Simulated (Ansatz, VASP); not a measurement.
One calculation of CdSe, two programs

```xyz
2
Lattice="0.0000 3.0703 3.0703 3.0703 0.0000 3.0703 3.0703 3.0703 0.0000" Properties=species:S:1:pos:R:3 pbc="T T T"
Cd    0.0000    0.0000    0.0000
Se    4.6054    4.6054    4.6054
```

Alike in both runs: task single point; functional r2SCAN; k mesh 8 × 8 × 8; occupations gaussian, width 0.02 eV; no spin polarisation.

```csv
,VASP,Ansatz
version,VASP 6.6.1,Ansatz 0.2.0
potentials or method,"VASP PAW PBE potentials, release 64 (Cd, Se), cutoff 520 eV","scalar-relativistic, plane waves, PAW"
valence electrons in the cell,18,36
```

|  | VASP | Ansatz | Ansatz less VASP |
| --- | --- | --- | --- |
| gap on the k mesh at the Fermi level (eV) | 1.02 | 1.03 | +0.010 |
| least direct gap on the mesh (eV) | 1.02 | 1.03 | +0.010 |
| pressure (GPa) | 0.1 | -0.2 | -0.24 |

VASP's potentials were made for PBE, not for r2SCAN. The functional is the same, so the differences come from potentials, cutoffs and numerics. VASP's potentials hold 18 valence electrons a cell and Ansatz's 36, so a difference there can come from the potentials and not from the codes.
